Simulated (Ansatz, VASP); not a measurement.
# Two plane-wave programs on PbSe

Contents of INCAR:

```
  ALGO = Normal
  EDIFF = 1E-6
  ENCUT = 520
  ISIF = 2
  ISMEAR = 0
  LASPH = T
  LCHARG = F
  LREAL = F
  LWAVE = F
  NBANDS = 17
  NELM = 60
  PREC = Accurate
  SIGMA = 0.03
```

Contents of KPOINTS:

```
k-points
0
Gamma
  10 10 10
```

POSCAR

```
PbSe
1.0
    0.0000000000      2.8057265606      3.6474445287
    2.8057265606      0.0000000000      3.6474445287
    2.8057265606      2.8057265606      0.0000000000
Pb Se
1 1
Direct
    0.0000000000      0.0000000000      0.0000000000
    0.5000000000      0.5000000000      0.5000000000
```

Input for Ansatz:

```yaml
crystal:
  lattice:
    - [0.0, 2.8057265606, 3.6474445287]
    - [2.8057265606, 0.0, 3.6474445287]
    - [2.8057265606, 2.8057265606, 0.0]
  atoms:
    - { symbol: Pb, position: [0.0, 0.0, 0.0] }
    - { symbol: Se, position: [0.5, 0.5, 0.5] }
basis:
  ecutwfc: 420
kpoints:
  mp_grid: { grid: [10, 10, 10] }
hamiltonian:
  xc: lda
scf:
  occupations: { method: gaussian, width: 0.03 }
output:
  forces: true
  stress: true
  eigenvalues: true
```

Alike in both runs: task single point; functional LDA; k mesh 10 × 10 × 10; occupations gaussian, width 0.03 eV; no spin polarisation.

|  | VASP | Ansatz |
| --- | --- | --- |
| version | VASP 6.6.1 | Ansatz 0.2.0 |
| potentials or method | VASP PAW LDA potentials, release 64 (Pb_d, Se), cutoff 520 eV | scalar-relativistic, plane waves, PAW |
| valence electrons in the cell | 20 | 30 |

```csv
,VASP,Ansatz,Ansatz less VASP
gap on the k mesh at the Fermi level (eV),none,none,-
pressure (GPa),6.0,5.8,-0.15
"traceless stress, the component that is largest in VASP (GPa)",-12.79,-12.61,+0.182
```

LDA's correlation is that of Perdew and Zunger in VASP and of Perdew and Wang (1992) in Ansatz. A gap of «none» marks a metal or a gap that the smearing closes. VASP's potentials hold 20 valence electrons a cell and Ansatz's 30, so a difference there can come from the potentials and not from the codes.

Neither program's run includes spin-orbit coupling.
